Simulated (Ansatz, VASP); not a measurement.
# Two plane-wave programs on BeS

INCAR

```
SYSTEM = BeS
PREC = Accurate
ENCUT = 520
EDIFF = 1E-6
ISMEAR = -1
SIGMA = 0.02
LREAL = .False.
LASPH = .True.
NELM = 100
ALGO = Normal
ISIF = 2
LWAVE = .False.
LCHARG = .False.
GGA = PE
NBANDS = 11
```

KPOINTS

```
Automatic mesh
0
Gamma
  10 10 10
  0 0 0
```

File POSCAR:

```
BeS
1.0
    0.0000000000      2.4343062304      2.4343062304
    2.4184832399      0.0000000000      2.4343062304
    2.4184832399      2.4343062304      0.0000000000
Be S
1 1
Direct
    0.0000000000      0.0000000000      0.0000000000
    0.2500000000      0.2500000000      0.2500000000
```

Input for Ansatz:

```yaml
crystal:
  lattice:
    - [0.0, 2.4343062304, 2.4343062304]
    - [2.4184832399, 0.0, 2.4343062304]
    - [2.4184832399, 2.4343062304, 0.0]
  atoms:
    - { symbol: Be, position: [0.0, 0.0, 0.0] }
    - { symbol: S, position: [0.25, 0.25, 0.25] }
kpoints:
  mp_grid: { grid: [10, 10, 10] }
  band_path:
    path:
      - [0.0, 0.0, 0.0]
      - [-0.5, -0.5, 0.0]
      - [-0.375, -0.375, 0.25]
      - [-0.375, 0.0, 0.375]
      - [0.0, 0.0, 0.5]
      - [-0.5, -0.25, 0.25]
      - [-0.0375, 0.0, 0.0375]
    npoints: 1
hamiltonian:
  xc: pbe
scf:
  occupations: { method: fermi_dirac, width: 0.02 }
  n_extra_bands: 4
output:
  forces: true
  stress: true
  eigenvalues: true
```

Change from the starting cell: uniaxial_x strain -0.7%.

Alike in both runs: task single point; functional PBE; k mesh 10 × 10 × 10; occupations fermi-dirac, width 0.02 eV; no spin polarisation.

```csv
,VASP,Ansatz
version,VASP 6.6.1,Ansatz 0.2.0
potentials or method,"VASP PAW PBE potentials, release 64 (Be, S)","plane waves, PAW"
plane-wave cutoff (eV),520,420
valence electrons in the cell,8,8
```

Ansatz gave:

* gap on the k mesh at the Fermi level (eV): 3.06
* pressure (GPa): 1.1
* traceless stress, the component that is largest in VASP (GPa): 0.42

Problem. What did VASP give for the same quantities?

Solution. gap on the k mesh at the Fermi level (eV): 3.07; pressure (GPa): 1.1; traceless stress, the component that is largest in VASP (GPa): 0.42.

The functional is the same, so the differences come from potentials, cutoffs and numerics.
